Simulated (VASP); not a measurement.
Write the native input for VASP 6.6.1 that does the following.

| Item | Value |
| --- | --- |
| Task | relaxation of cell and atoms |
| Functional | PBE |
| Potentials or basis | VASP PAW PBE potentials, release 64 (Os_sv_GW, F) |
| Cutoff | 700 eV |
| k mesh | 6 × 6 × 6 |
| Occupations | gaussian, width 0.1 eV |
| Spin | no spin polarisation |
| Dipole correction | no |
| Further INCAR settings | ALGO = Normal; EDIFF = 1e-07; IBRION = 2; EDIFFG = -0.04; NSW = 90; ISIF = 3 |

The structure of Os2F lies in POSCAR:

```
Os2F
1.0
    1.5441326844      0.8915054210      4.6636757160
   -1.5441326844      0.8915054210      4.6636757160
    0.0000000000     -1.7830108420      4.6636757160
Os F
2 1
Direct
    0.7500000000      0.7500000000      0.7500000000
    0.2500000000      0.2500000000      0.2500000000
    0.0000000000      0.0000000000      0.0000000000
```

One way to write it, as run:

INCAR

```
SYSTEM = Os2F
ALGO     = Normal         ! electronic algorithm
EDIFF    = 1E-7           ! SCF threshold, eV
EDIFFG   = -0.04          ! ionic threshold
ENCUT    = 700            ! plane-wave cutoff, eV
GGA      = PE             ! functional
GGA_COMPAT= .FALSE.      
IBRION   = 2              ! ionic algorithm
ISIF     = 3              ! what is computed and relaxed
ISMEAR   = 0              ! smearing method
LASPH    = .TRUE.         ! aspherical terms in the spheres
LCHARG   = .FALSE.        ! write CHGCAR
LREAL    = .FALSE.        ! projectors in reciprocal space
LWAVE    = .FALSE.        ! write WAVECAR
NELM     = 120            ! most SCF steps
NELMIN   = 4            
NSW      = 90             ! ionic steps
PREC     = Accurate       ! precision mode
SIGMA    = 0.1            ! smearing width, eV
```

KPOINTS

```
k-points
0
G
  6 6 6
  0 0 0
```

Potentials or basis: VASP PAW PBE potentials, release 64 (Os_sv_GW, F).

Run with:

```console
$ cat potpaw_PBE.64/Os_sv_GW/POTCAR potpaw_PBE.64/F/POTCAR > POTCAR
$ mpirun -np 1 vasp_std > vasp.out
```

Results of the run:

- Relaxed volume: 17.69 Å³/atom
- Relaxed cell: a = 5.381 Å, b = 5.381 Å, c = 5.381 Å, α = 38.03°, β = 38.03°, γ = 38.03°
- Space group after relaxing (to 0.1 Å): R-3m (No. 166)
- Energy gained by relaxing: 1477.6 meV/atom
- Ionic steps: 18
- Pressure after relaxing: 0.1 GPa
- Largest force after relaxing: 0.021 eV/Å
- Band gap on the k mesh: zero (an odd number of electrons rules out a gap without spin polarisation)

Caveat: the k points lie up to 0.35 Å⁻¹ apart in the final cell, too coarse for converged energies and pressures of a metal; the volume moved by over 15 % at a fixed basis, so the end points are rough; spin-orbit coupling is left out, which moves the levels of the heavy elements.

Wall time 21 min on 1 thread of Intel(R) Xeon(R) Platinum 8488C (Sapphire Rapids), with other jobs on the host, peak memory 0.38 GiB.
